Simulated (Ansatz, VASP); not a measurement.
# One calculation of C, two programs

The input INCAR:

```
SYSTEM = C
PREC     = Accurate       ! precision mode
ENCUT    = 520            ! plane-wave cutoff, eV
EDIFF    = 1E-6           ! SCF threshold, eV
ISMEAR   = 0              ! smearing method
SIGMA    = 0.05           ! smearing width, eV
LREAL    = .False.        ! projectors in reciprocal space
LASPH    = .True.         ! aspherical terms in the spheres
NELM     = 60             ! most SCF steps
ALGO     = Normal         ! electronic algorithm
ISIF     = 2              ! what is computed and relaxed
LWAVE    = .False.        ! write WAVECAR
LCHARG   = .False.        ! write CHGCAR
GGA      = PE             ! functional
NBANDS   = 26             ! bands
```

File KPOINTS:

```
Automatic mesh
0
Gamma
  12 12 4
  0 0 0
```

The input POSCAR:

```
C
1.0
    2.5213065960      0.0298350384      0.0279028651
   -1.2348153968      2.1495142472      0.0087701613
    0.0920254576      0.0865301282      8.3555758057
C
8
Direct
   -0.0024768625      0.0032418348      0.0925434314
   -0.0006048113      0.0032033811      0.5947766922
   -0.0134256505     -0.0098526396      0.4079935569
    0.0152063815      0.0082815177      0.9063741311
    0.3412149315      0.6685596481      0.1554004978
    0.6621136767      0.3323690931      0.6549415747
    0.3298636084      0.6644508017      0.3435872749
    0.6681087262      0.3297463630      0.8443828410
```

Input for Ansatz:

```yaml
crystal:
  lattice:
    - [2.521306596, 0.0298350384, 0.0279028651]
    - [-1.2348153968, 2.1495142472, 0.0087701613]
    - [0.0920254576, 0.0865301282, 8.3555758057]
  atoms:
    - { symbol: C, position: [-0.0024768625, 0.0032418348, 0.0925434314] }
    - { symbol: C, position: [-0.0006048113, 0.0032033811, 0.5947766922] }
    - { symbol: C, position: [-0.0134256505, -0.0098526396, 0.4079935569] }
    - { symbol: C, position: [0.0152063815, 0.0082815177, 0.9063741311] }
    - { symbol: C, position: [0.3412149315, 0.6685596481, 0.1554004978] }
    - { symbol: C, position: [0.6621136767, 0.3323690931, 0.6549415747] }
    - { symbol: C, position: [0.3298636084, 0.6644508017, 0.3435872749] }
    - { symbol: C, position: [0.6681087262, 0.329746363, 0.844382841] }
basis:
  ecutwfc: 420
  ecutrho_ratio: 9
kpoints:
  mp_grid: { grid: [12, 12, 4] }
hamiltonian:
  xc: pbe
scf:
  occupations: { method: gaussian, width: 0.05 }
output:
  forces: true
  eigenvalues: true
  stress: true
```

Alike in both runs: task single point; functional PBE; k mesh 12 × 12 × 4; occupations gaussian, width 0.05 eV; no spin polarisation.

|  | VASP | Ansatz |
| --- | --- | --- |
| version | VASP 6.6.1 | Ansatz 0.2.0 |
| potentials or method | VASP PAW PBE potentials, release 64 (C), cutoff 520 eV | scalar-relativistic, plane waves, PAW |
| valence electrons in the cell | 32 | 32 |

Ansatz gave:

| Item | Value |
| --- | --- |
| gap on the k mesh at the Fermi level (eV) | 3.93 |
| pressure (GPa) | 0.6 |
| traceless stress, the component that is largest in VASP (GPa) | -12.48 |
| rms of the force components (eV/Å) | 0.551 |

What did VASP give for the same quantities?

gap on the k mesh at the Fermi level (eV): 3.92; pressure (GPa): 1.2; traceless stress, the component that is largest in VASP (GPa): -12.48; rms of the force components (eV/Å): 0.553.

Atom by atom the forces differ by 0.005 eV/Å (rms over components). The functional is the same, so the differences come from potentials, cutoffs and numerics.
